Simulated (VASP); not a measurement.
Runs of VASP 6.6.1 on TiO2. The structure is that of space group I4_1/amd (No. 141), or close to it. The cells are those of the table. 

```csv
cell,gap on the mesh (eV),pressure (GPa),largest force (eV/Å)
"a = 5.419 Å, angles 140.4, 140.4, 57.2°, 6 atoms",2.33,22.4,0.26
"a = 5.458 Å, angles 139.4, 139.4, 58.7°, 6 atoms",(a),6.6,0.36
"a = 5.384 Å, angles 139.4, 139.4, 58.7°, 6 atoms",2.24,17.0,0.65
"a = 5.440 Å, angles 139.4, 139.4, 58.7°, 6 atoms",(c),(b),0.43
"a = 5.445 Å, angles 139.7, 139.7, 58.2°, 6 atoms",2.21,11.4,0.35
```

Alike in all rows: task electric field gradients; level PBE; potentials or basis VASP PAW PBE potentials, release 64 (Ti_sv, O); no spin polarisation; k mesh 13 × 13 × 13; cutoff (eV) 520; smearing fermi-dirac 0.08 eV.

Q: Estimate the missing entries.

A: (a) 2.15; (b) 9.0; (c) 2.18.

Caveats: the cell stands under pressure (at least some runs); the stress differs along the axes, from 15 to 21 GPa (at least some runs).

A k mesh can miss the band edges.
